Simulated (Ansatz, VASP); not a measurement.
## One calculation of MgO, two programs

The input INCAR:

```
ALGO = Normal ; EDIFF = 1E-6
ENCUT = 600 ; GGA = CA
GGA_COMPAT = F ; ISIF = 2
ISMEAR = 0 ; LASPH = T
LCHARG = F ; LREAL = F
LWAVE = F ; NBANDS = 16
NELM = 120 ; PREC = Accurate
SIGMA = 0.01
```

The input KPOINTS:

```
k-points
0
Gamma
  6 6 4
```

Contents of POSCAR:

```
MgO
1.0
    3.3077870000      0.0000000000      0.0000000000
   -1.6538935000      2.8646275723      0.0000000000
    0.0000000000      0.0000000000      4.9828820000
Mg O
2 2
Direct
    0.3333333333      0.6666666667      0.0021600000
    0.6666666667      0.3333333333      0.5021600000
    0.3333333333      0.6666666667      0.4024400000
    0.6666666667      0.3333333333      0.9024400000
```

Input for Ansatz:

```yaml
crystal:
  lattice:
    a: 3.307787
    b: 3.307787
    c: 4.982882
    alpha: 90.0
    beta: 90.0
    gamma: 120.0
  space_group: 186
  atoms:
    - { symbol: Mg, position: [0.3333333333333333, 0.6666666666666666, 0.00216] }
    - { symbol: O, position: [0.3333333333333333, 0.6666666666666666, 0.40244] }
basis:
  ecutwfc: 462.593566181796
kpoints:
  mp_grid:
    grid: [6, 6, 4]
hamiltonian:
  xc: lda
scf:
  convergence:
    dr2_threshold: 1.0e-07
  occupations:
    method: fixed
output:
  write_density: true
  eigenvalues: true
```

Alike in both runs: task single point; functional LDA; k mesh 6 × 6 × 4; no spin polarisation.

|  | VASP | Ansatz |
| --- | --- | --- |
| version | VASP 6.6.1 | Ansatz 0.2.0 |
| potentials or method | VASP PAW LDA potentials, release 64 (Mg, O), cutoff 600 eV | plane waves, PAW |
| occupations | gaussian, width 0.01 eV | fixed |
| valence electrons in the cell | 16 | 32 |

|  | VASP | Ansatz | Ansatz less VASP |
| --- | --- | --- | --- |
| gap on the k mesh at the Fermi level (eV) | 3.36 | 3.36 | +0.003 |

LDA's correlation is that of Perdew and Zunger in VASP and of Perdew and Wang (1992) in Ansatz. VASP's potentials hold 16 valence electrons a cell and Ansatz's 32, so a difference there can come from the potentials and not from the codes.
